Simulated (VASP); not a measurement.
A run of VASP 6.6.1:

File POSCAR:

```
NbP
1.0
    3.3893013370      0.0000000000      0.0000000000
    0.0000000000      3.3893013370      0.0000000000
    0.0000000000      0.0000000000      5.6961639457
Nb P
2 2
Direct
    0.0000000000      0.5000000000      0.3321842451
    0.5000000000      0.0000000000      0.6678157549
    0.0000000000      0.0000000000      0.0000000000
    0.5000000000      0.5000000000      0.0000000000
```

INCAR.step1

```
ALGO = Normal
EDIFF = 1E-4
ENCUT = 520
GGA = PE
ISMEAR = 0
LASPH = True
LCHARG = False
LREAL = False
LWAVE = True
NBANDS = 26
NELM = 60
PREC = Accurate
SIGMA = 0.1
```

INCAR.step2

```
ALGO = Normal
EDIFF = 1E-6
ENCUT = 520
ISIF = 2
ISMEAR = 0
ISTART = 1
LASPH = True
LCHARG = True
LELF = True
LMIXTAU = True
LREAL = False
LVHAR = True
LWAVE = False
METAGGA = R2SCAN
NBANDS = 26
NELM = 60
PREC = Accurate
SIGMA = 0.1
```

The input KPOINTS:

```
k-points
0
Gamma
  14 14 8
```

Potentials or basis: VASP PAW PBE potentials, release 64 (Nb_sv, P).

Command:

```sh
$ cat potpaw_PBE.64/Nb_sv/POTCAR potpaw_PBE.64/P/POTCAR > POTCAR
$ cp INCAR.step1 INCAR
$ mpirun -np 1 vasp_std > vasp.out
$ cp INCAR.step2 INCAR
$ mpirun -np 1 vasp_std > vasp.out
```

Hardware: 1 thread of Intel(R) Xeon(R) Platinum 8488C (Sapphire Rapids) (shared host).

Problem. Estimate the wall time of this run.

Solution. Wall time 11 min on 1 thread of Intel(R) Xeon(R) Platinum 8488C (Sapphire Rapids) (shared host), peak memory 0.37 GiB. Counts: k points 180.
